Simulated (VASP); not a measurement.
# RbBr (P4/mmm) in VASP: a series of runs

Runs on RbBr. Level: PBEsol. Tasks: single point.

All numbers are computed with VASP 6.6.1; they aren't measurements. Logs are shortened: lines on timing, memory, paths and dates and some standing lists are left out, and cuts for length are marked.

## 1. The cell of the first run

Symmetry: P4/mmm, No. 123, tetragonal system. The conventional cell has a = 4.023 Å, b = 4.023 Å, c = 4.229 Å, α = 90.00°, β = 90.00°, γ = 90.00°. Within 4.7 Å of Rb (site symmetry 4/mmm) lie 8 Br at 3.54 Å and 6 Rb at 4.02 to 4.23 Å. Within 4.7 Å of Br (site symmetry 4/mmm) lie 8 Rb at 3.54 Å and 6 Br at 4.02 to 4.23 Å.

## 2. Single point, PBEsol (strain -0.025 along x and y, +0.025 along z)

INCAR reads:

```
ALGO     = Normal         # electronic algorithm
EDIFF    = 1E-6           # SCF threshold, eV
ENCUT    = 520            # plane-wave cutoff, eV
GGA      = PS             # functional
ISIF     = 2              # what is computed and relaxed
ISMEAR   = 0              # smearing method
LASPH    = T              # aspherical terms in the spheres
LCHARG   = F              # write CHGCAR
LREAL    = F              # projectors in reciprocal space
LWAVE    = F              # write WAVECAR
NBANDS   = 15             # bands
NELM     = 100            # most SCF steps
PREC     = Accurate       # precision mode
SIGMA    = 0.05           # smearing width, eV
```

KPOINTS reads:

```
k-points
0
Gamma
  6 6 6
```

POSCAR reads:

```
RbBr
1.0
    4.0229253675      0.0000000000      0.0000000000
    0.0000000000      4.0229253675      0.0000000000
    0.0000000000      0.0000000000      4.2292292325
Rb Br
1 1
Direct
    0.0000000000      0.0000000000      0.0000000000
    0.5000000000      0.5000000000      0.5000000000
```

Potentials or basis: VASP PAW PBE potentials, release 64 (Rb_sv, Br).

Command:

```
> cat potpaw_PBE.64/Rb_sv/POTCAR potpaw_PBE.64/Br/POTCAR > POTCAR
> mpirun -np 1 vasp_std > vasp.out
```

OUTCAR:

```text
EDIFF = 1E-6
   ENCUT = 520
   GGA = PS
   ISIF = 2
   ISMEAR = 0
   LASPH = T
   LREAL = F
   NELM = 100
   PREC = Accurate

 ion  position               nearest neighbor table
   1  0.000  0.000  0.000-   2 3.54   2 3.54   2 3.54   2 3.54   2 3.54   2 3.54   2 3.54   2 3.54

   2  0.500  0.500  0.500-   1 3.54   1 3.54   1 3.54   1 3.54   1 3.54   1 3.54   1 3.54   1 3.54

  LATTYP: Found a simple tetragonal cell.
 ALAT       =     4.0229253675
 C/A-ratio  =     1.0512820513

  Lattice vectors:

 A1 = (   4.0229253675,   0.0000000000,   0.0000000000)
 A2 = (   0.0000000000,   4.0229253675,   0.0000000000)
 A3 = (   0.0000000000,   0.0000000000,   4.2292292325)

Analysis of symmetry for initial positions (statically):
=====================================================================
 Subroutine PRICEL returns:
 Original cell was already a primitive cell.

 Routine SETGRP: Setting up the symmetry group for a
 simple tetragonal supercell.

 Subroutine GETGRP returns: Found 16 space group operations
 (whereof 16 operations were pure point group operations)
 out of a pool of 16 trial point group operations.

The static configuration has the point symmetry D_4h.

Analysis of symmetry for dynamics (positions and initial velocities):
=====================================================================
 Subroutine PRICEL returns:
 Original cell was already a primitive cell.

 Routine SETGRP: Setting up the symmetry group for a
 simple tetragonal supercell.

 Subroutine GETGRP returns: Found 16 space group operations
 (whereof 16 operations were pure point group operations)
 out of a pool of 16 trial point group operations.

The dynamic configuration has the point symmetry D_4h.

 Subroutine INISYM returns: Found 16 space group operations
 (whereof 16 operations are pure point group operations),
 and found     1 'primitive' translations

----------------------------------------------------------------------------------------

                                     Primitive cell

  volume of cell :      68.4455

  direct lattice vectors                    reciprocal lattice vectors
     4.022925368  0.000000000  0.000000000     0.248575330  0.000000000  0.000000000
     0.000000000  4.022925368  0.000000000     0.000000000  0.248575330  0.000000000
     0.000000000  0.000000000  4.229229232     0.000000000  0.000000000  0.236449704

  length of vectors
     4.022925368  4.022925368  4.229229232     0.248575330  0.248575330  0.236449704

  position of ions in fractional coordinates (direct lattice)
     0.000000000  0.000000000  0.000000000
     0.500000000  0.500000000  0.500000000

  ion indices of the primitive-cell ions
   primitive index   ion index
                 1           1
                 2           2

----------------------------------------------------------------------------------------

 KPOINTS: k-points

Automatic generation of k-mesh.
 Grid dimensions read from file:
 generate k-points for:    6    6    6

 Generating k-lattice:

  Cartesian coordinates                     Fractional coordinates (reciprocal lattice)
     0.041429222  0.000000000  0.000000000     0.166666667  0.000000000  0.000000000
     0.000000000  0.041429222  0.000000000     0.000000000  0.166666667  0.000000000
     0.000000000  0.000000000  0.039408284     0.000000000  0.000000000  0.166666667

  Length of vectors
     0.041429222  0.041429222  0.039408284

  Shift w.r.t. Gamma in fractional coordinates (k-lattice)
     0.000000000  0.000000000  0.000000000

 Subroutine IBZKPT returns following result:
 ===========================================

 Found     40 irreducible k-points:

 Following reciprocal coordinates:
            Coordinates               Weight
  0.000000  0.000000  0.000000      1.000000
  0.166667  0.000000  0.000000      4.000000
  0.333333  0.000000  0.000000      4.000000
  0.500000  0.000000  0.000000      2.000000
  0.166667  0.166667  0.000000      4.000000
  0.333333  0.166667  0.000000      8.000000
[... 16 lines left out ...]
  0.333333  0.000000  0.333333      8.000000
  0.500000  0.000000  0.333333      4.000000
 [... further k-points ...]
   k-points           NKPTS =     40   k-points in BZ     NKDIM =     40   number of bands    NBANDS=     15
   number of dos      NEDOS =    301   number of ions     NIONS =      2
   total plane-waves  NPLWV =  28800
   dimension x,y,z NGX =    30 NGY =   30 NGZ =   32
   dimension x,y,z NGXF=    60 NGYF=   60 NGZF=   64
   ions per type =               1   1
   NGX,Y,Z   is equivalent  to a cutoff of  12.40, 12.40, 12.58 a.u.
   NGXF,Y,Z  is equivalent  to a cutoff of  24.79, 24.79, 25.16 a.u.
 SYSTEM =  unknown system
   PREC   = accura    normal or accurate (medium, high low for compatibility)
   ISTART =      0    job   : 0-new  1-cont  2-samecut
   ICHARG =      2    charge: 1-file 2-atom 10-const
   ISPIN  =      1    spin polarized calculation?
   LNONCOLLINEAR =      F non collinear calculations
   LSORBIT =      F    spin-orbit coupling
   LASPH  =      T    aspherical Exc in radial PAW
   ENCUT  =  520.0 eV  38.22 Ry    6.18 a.u.   7.48  7.48  7.86*2*pi/ulx,y,z
   NELM   =    100;   NELMIN=  2; NELMDL= -5     # of ELM steps
   EDIFF  = 0.1E-05   stopping-criterion for ELM
   LREAL  =      F    real-space projection
   EDIFFG = 0.1E-04   stopping-criterion for IOM
   NSW    =      0    number of steps for IOM
   IBRION =     -1    ionic relax: 0-MD 1-quasi-New 2-CG
   NFREE  =      0    steps in history (QN), initial steepest desc. (CG)
   ISIF   =      2    stress and relaxation
   ISYM   =      2    0-nonsym 1-usesym 2-fastsym
   POTIM  = 0.5000    time-step for ionic-motion
   TEBEG  =    0.0;   TEEND  =   0.0 temperature during run
   PSTRESS=    0.0 pullay stress
   NELECT =      16.0000    total number of electrons
   NUPDOWN=      -1.0000    fix difference up-down
   EMIN   =  10.00;   EMAX   =-10.00  energy-range for DOS
   EFERMI =   0.00;   METHOD = LEGACY
   ISMEAR =     0;   SIGMA  =   0.05  broadening in eV -4-tet -1-fermi 0-gaus
   EFERMI_NEDOS =   21; number of points for ismear=-14 and -15
   IALGO  =     38    algorithm
   IMIX   =      4    mixing-type and parameters
     AMIX     =   0.40;   BMIX     =  1.00
     AMIX_MAG =   1.60;   BMIX_MAG =  1.00
  volume/ion in A,a.u.               =      34.22       230.95
  Fermi-wavevector in a.u.,A,eV,Ry     =   1.008478  1.905747 13.837505  1.017028
  Thomas-Fermi vector in A             =   2.141347
   LORBIT       =      0    0 simple, 1 ext, 2 COOP (PROOUT), +10 PAW based schemes
   GGA     = PS    functional components
   LHFCALC =     F    Hartree Fock is set to
   AEXX    =    0.0000 exact exchange contribution
   IVDW    =     0    specifies the selected vdW correction
   LEPSILON=     F    determine dielectric tensor
   LRPA    =     F    only Hartree local field effects (RPA)
 non-spin polarized calculation
 Gauss-broadening in eV      SIGMA  =   0.05
  energy-cutoff  :      520.00
  volume of cell :       68.45
 maximum number of plane-waves:      1880
 NGX is ok and might be reduce to    30
   NGX = 15   NGY = 15   NGZ = 15

 number of electron      15.9999997 magnetization

 Free energy of the ion-electron system (eV)
  ---------------------------------------------------
  ext. energy  EPLUGINS =         0.00000000
  ---------------------------------------------------
  free energy    TOTEN  =        -6.29008248 eV

  energy without entropy =       -6.29008248  energy(sigma->0) =       -6.29008248

 E-fermi :  -0.3059     XC(G=0):  -8.2340

 val. band max:       -0.5536129648   @ k =   0.5000   0.0000   0.5000
 cond. band min:       3.3226859631   @ k =   0.0000   0.0000   0.0000
 fundamental gap:      3.8762989279
 Fermi energy:        -0.3058965041

 k-point     1 :       0.0000    0.0000    0.0000
  band No.  band energies     occupation
      1     -25.6462      2.00000
      2     -13.3190      2.00000
      3      -9.6613      2.00000
      4      -9.6164      2.00000
      5      -9.6164      2.00000
      6      -0.9573      2.00000
      7      -0.7053      2.00000
      8      -0.7053      2.00000
      9       3.3227      0.00000
     10       4.7124      0.00000
     11       4.8807      0.00000
     12       9.1952      0.00000
     13       9.1952      0.00000
     14       9.6230      0.00000
     15      11.7329      0.00000

 k-point     2 :       0.1667    0.0000    0.0000
  band No.  band energies     occupation
      1     -25.6392      2.00000
      2     -13.3126      2.00000
      3      -9.6729      2.00000
      4      -9.6448      2.00000
      5      -9.6022      2.00000
      6      -1.2808      2.00000
      7      -0.9819      2.00000
      8      -0.7166      2.00000
      9       3.9923      0.00000
     10       4.9909      0.00000
     11       5.5240      0.00000
     12       9.0164      0.00000
     13       9.3665      0.00000
     14       9.3835      0.00000
     15      10.8075      0.00000

 k-point     3 :       0.3333    0.0000    0.0000
  band No.  band energies     occupation
      1     -25.6251      2.00000
      2     -13.3027      2.00000
      3      -9.7726      2.00000
      4      -9.6113      2.00000
      5      -9.5735      2.00000
      6      -2.1329      2.00000
      7      -1.0340      2.00000
      8      -0.7415      2.00000
      9       5.2977      0.00000
     10       5.6859      0.00000
     11       6.8242      0.00000
     12       8.9138      0.00000
     13       8.9643      0.00000
     14       9.1425      0.00000
     15       9.7988      0.00000

 k-point     4 :       0.5000    0.0000    0.0000
  band No.  band energies     occupation
      1     -25.6181      2.00000
      2     -13.2994      2.00000
      3      -9.8158      2.00000
      4      -9.5943      2.00000
      5      -9.5590      2.00000
      6      -2.4820      2.00000
      7      -1.0616      2.00000
      8      -0.7552      2.00000
      9       6.1496      0.00000
     10       6.4122      0.00000
     11       7.1698      0.00000
     12       7.9410      0.00000
     13       9.0850      0.00000
     14       9.1570      0.00000
     15      10.0318      0.00000
[... 307 lines left out ...]
 k-point    22 :       0.1667    0.0000    0.3333
  band No.  band energies     occupation
      1     -25.6272      2.00000
      2     -13.2992      2.00000
      3      -9.7603      2.00000
      4      -9.6557      2.00000
      5      -9.5740      2.00000
      6      -2.0298      2.00000
      7      -1.1156      2.00000
      8      -0.7421      2.00000
      9       5.4441      0.00000
     10       5.8151      0.00000
     11       6.7527      0.00000
     12       8.4985      0.00000
     13       8.5354      0.00000
     14       9.5712      0.00000
     15       9.8895      0.00000

 k-point    23 :       0.3333    0.0000    0.3333
  band No.  band energies     occupation
      1     -25.6139      2.00000
      2     -13.2140      2.00000
      3      -9.9057      2.00000
      4      -9.7738      2.00000
      5      -9.5509      2.00000
      6      -1.8574      2.00000
      7      -1.5667      2.00000
      8      -0.6527      2.00000
      9       5.1241      0.00000
     10       5.9069      0.00000
     11       7.7940      0.00000
     12       8.0521      0.00000
     13       8.4614      0.00000
     14       8.6839      0.00000
     15      10.1428      0.00000

 k-point    24 :       0.5000    0.0000    0.3333
  band No.  band energies     occupation
      1     -25.6072      2.00000
      2     -13.1700      2.00000
      3      -9.9734      2.00000
      4      -9.8355      2.00000
      5      -9.5393      2.00000
      6      -1.9778      2.00000
      7      -1.5433      2.00000
      8      -0.6065      2.00000
      9       4.9143      0.00000
     10       5.8238      0.00000
     11       7.7022      0.00000
     12       7.8488      0.00000
     13       8.5610      0.00000
     14       9.3678      0.00000
     15      11.1221      0.00000

 [... further k-points ...]

------------------------ aborting loop because EDIFF is reached ----------------------------------------

  FORCE on cell =-STRESS in cart. coord.  units (eV):
  Direction    XX          YY          ZZ          XY          YZ          ZX
  --------------------------------------------------------------------------------------
  -------------------------------------------------------------------------------------
  Total        0.1380723      0.1380723     -0.5004264      0.0000000     -0.0000000      0.0000000
  in kB        3.2320053      3.2320053    -11.7140100      0.0000000     -0.0000000      0.0000000
  external PRESSURE =      -1.7499998 kB  Pullay stress =       0.0000000 kB

 VOLUME and BASIS-vectors are now :
 -----------------------------------------------------------------------------
  energy-cutoff  :      520.00
  volume of cell :       68.45
      direct lattice vectors                 reciprocal lattice vectors
     4.022925368  0.000000000  0.000000000     0.248575330  0.000000000  0.000000000
     0.000000000  4.022925368  0.000000000     0.000000000  0.248575330  0.000000000
     0.000000000  0.000000000  4.229229232     0.000000000  0.000000000  0.236449704

 POSITION                                       TOTAL-FORCE (eV/Angst)
 -----------------------------------------------------------------------------------
      0.00000      0.00000      0.00000         0.000000      0.000000      0.000000
      2.01146      2.01146      2.11461         0.000000      0.000000      0.000000
 -----------------------------------------------------------------------------------
    total drift:                                0.000000      0.000000     -0.000000

  FREE ENERGIE OF THE ION-ELECTRON SYSTEM (eV)
  ---------------------------------------------------
  free  energy   TOTEN  =        -6.2900824765 eV

  energy  without entropy=       -6.2900824765  energy(sigma->0) =       -6.29008248
```

Wall time 34 s (1 thread of Intel Xeon 8259CL, shared host); peak memory 0.19 GiB.

What came out:

```yaml
Free_energy: -6.2901 eV
Pressure: -0.2 GPa
Band_gap_on_the_k_mesh: 3.88 eV (least direct gap 4.03 eV)
```

Caveat: the cell differs from its parent crystal (strain -0.025 along x and y, +0.025 along z); the PAW data sets were made with another functional, which shifts forces and pressure a little. A k mesh can miss the band edges.

## 3. Single point, PBEsol (strain +0.000 along x and y, +0.025 along z)

INCAR reads:

```
PREC = Accurate ; ENCUT = 520
EDIFF = 1E-7 ; ISMEAR = 0
SIGMA = 0.05 ; LREAL = F
LASPH = T ; NELM = 100
ALGO = Normal ; ISIF = 2
LWAVE = F ; LCHARG = F
GGA = PS ; NBANDS = 15
```

KPOINTS reads:

```
Automatic mesh
0
Gamma
  6 6 6
```

POSCAR reads:

```
RbBr
1.0
    4.1260773000      0.0000000000      0.0000000000
    0.0000000000      4.1260773000      0.0000000000
    0.0000000000      0.0000000000      4.2292292325
Rb Br
1 1
Direct
    0.0000000000      0.0000000000      0.0000000000
    0.5000000000      0.5000000000      0.5000000000
```

Potentials or basis: VASP PAW PBE potentials, release 64 (Rb_sv, Br).

Command:

```
> cat potpaw_PBE.64/Rb_sv/POTCAR potpaw_PBE.64/Br/POTCAR > POTCAR
> mpirun -np 1 vasp_std > vasp.out
```

Wall time 48 s (1 thread of Intel Xeon 8259CL, shared host); peak memory 0.2 GiB.

The run converged. Its results:

* Free energy: -6.2862 eV
* Pressure: -0.9 GPa
* Band gap on the k mesh: 3.79 eV (least direct gap 3.94 eV)

Stress tensor (GPa, compression positive):
```
-0.65  0.00  0.00
 0.00 -0.65  0.00
 0.00  0.00 -1.35
```

Levels at points of the mesh, in eV from the valence-band top:
```
           k point  band 6  band 7  band 8  band 9  band 10  band 11
(0.00, 0.00, 0.00)   -0.27   -0.15   -0.15    3.79     5.41     5.50
(0.50, 0.00, 0.00)   -1.74   -0.34   -0.20    6.76     6.78     7.43
(0.50, 0.50, 0.00)   -1.08   -1.08   -0.10    5.18     5.91     7.68
(0.00, 0.00, 0.50)   -1.73   -0.23   -0.23    6.71     6.76     7.26
(0.50, 0.00, 0.50)   -1.11   -1.05    0.00    5.11     6.09     7.88
(0.50, 0.50, 0.50)   -1.35   -1.35   -1.32    7.91     8.00     8.00
```

Caveat: the cell differs from its parent crystal (strain +0.000 along x and y, +0.025 along z); the PAW data sets were made with another functional, which shifts forces and pressure a little. A k mesh can miss the band edges.
